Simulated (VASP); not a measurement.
Write the native input for VASP 6.6.1 that does the following.

```
Task                   : single point
Functional             : LDA
Potentials or basis    : VASP PAW LDA potentials, release 64 (Ni)
Cutoff                 : 520 eV
k mesh                 : 12 × 12 × 12
Occupations            : gaussian, width 0.1 eV
Spin                   : collinear spin, ferromagnetic start
Starting moments       : [1.5] μB
Dipole correction      : no
Further INCAR settings : ALGO = Normal; EDIFF = 1e-06; NBANDS = 15
```

The structure of Ni lies in POSCAR:

```
Ni
1.0
    0.0000000000      1.7108449141      1.7108449141
    1.7108449141      0.0000000000      1.7108449141
    1.7108449141      1.7108449141      0.0000000000
Ni
1
Direct
    0.0000000000      0.0000000000      0.0000000000
```

These files were run (other wordings do the same):

INCAR

```
  ALGO = Normal
  EDIFF = 1E-6
  ENCUT = 520
  GGA = CA
  ISIF = 2
  ISMEAR = 0
  ISPIN = 2
  LASPH = T
  LCHARG = T
  LELF = T
  LMAXMIX = 4
  LORBIT = 11
  LREAL = F
  LVHAR = T
  LWAVE = F
  MAGMOM = 1.5
  NBANDS = 15
  NELM = 150
  PREC = Accurate
  SIGMA = 0.1
```

KPOINTS

```
k-points
0
Gamma
  12 12 12
```

Potentials or basis: VASP PAW LDA potentials, release 64 (Ni).

The run is started by

```sh
$ cat potpaw_LDA.64/Ni/POTCAR > POTCAR
$ mpirun -np 1 vasp_std > vasp.out
```

Results of the run:

- Pressure: 0.0 GPa
- Net moment: 0.51 μB per cell
- Site moments: Ni +0.51 μB
- Valence electrons inside the program's atomic spheres: Ni 9.48

Run time: 39 s on 1 thread of AMD EPYC 7571, on a shared host, peak memory 0.1 GiB.
